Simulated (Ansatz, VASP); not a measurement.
One calculation of ZnSnN2, two programs

INCAR

```
SYSTEM = ZnSnN2
PREC     = Accurate       ! precision mode
ENCUT    = 520            ! plane-wave cutoff, eV
EDIFF    = 1E-6           ! SCF threshold, eV
ISMEAR   = 1              ! smearing method
SIGMA    = 0.5            ! smearing width, eV
LREAL    = .FALSE.        ! projectors in reciprocal space
LASPH    = .TRUE.         ! aspherical terms in the spheres
NELM     = 100            ! most SCF steps
ALGO     = Normal         ! electronic algorithm
ISIF     = 2              ! what is computed and relaxed
LWAVE    = .FALSE.        ! write WAVECAR
LCHARG   = .FALSE.        ! write CHGCAR
GGA      = PS             ! functional
NBANDS   = 26             ! bands
```

Contents of KPOINTS:

```
Automatic mesh
0
G
  6 6 4
  0 0 0
```

Contents of POSCAR:

```
ZnSnN2
1.0
    3.3820201408      0.0000000000      0.0000000000
    0.0000000000      3.3820201408      0.0000000000
    0.0000000000      0.0000000000      4.6996405323
Zn N Sn
1 2 1
Direct
    0.0000000000      0.0000000000      0.0000000000
    0.0000000000      0.5000000000      0.2448435869
    0.5000000000      0.0000000000      0.7551564131
    0.5000000000      0.5000000000      0.5000000000
```

Input for Ansatz:

```yaml
crystal:
  lattice:
    - [3.3820201408, 0.0, 0.0]
    - [0.0, 3.3820201408, 0.0]
    - [0.0, 0.0, 4.6996405323]
  atoms:
    - { symbol: Zn, position: [0.0, 0.0, 0.0] }
    - { symbol: "N", position: [0.0, 0.5, 0.2448435869] }
    - { symbol: Sn, position: [0.5, 0.5, 0.5] }
    - { symbol: "N", position: [0.5, 0.0, 0.7551564131] }
kpoints:
  mp_grid: { grid: [6, 6, 4] }
hamiltonian:
  xc: pbesol
scf:
  occupations: { method: methfessel_paxton, width: 0.5 }
  n_extra_bands: 5
output:
  forces: true
  stress: true
  eigenvalues: true
```

Alike in both runs: task single point; functional PBEsol; k mesh 6 × 6 × 4; occupations methfessel-paxton of order 1, width 0.5 eV; no spin polarisation.

```csv
,VASP,Ansatz
version,VASP 6.6.1,Ansatz 0.2.0
potentials or method,"VASP PAW PBE potentials, release 64 (Zn, N, Sn_d)",plane waves
plane-wave cutoff (eV),520,420
valence electrons in the cell,36,36
```

Ansatz gave:

```
pressure (GPa)                     : -0.7
rms of the force components (eV/Å) : 0.076
```

**Question.** What did VASP give for the same quantities?

**Answer.** Pressure (GPa): -0.4; rms of the force components (eV/Å): 0.067.

VASP's potentials were made for PBE, not for PBEsol.
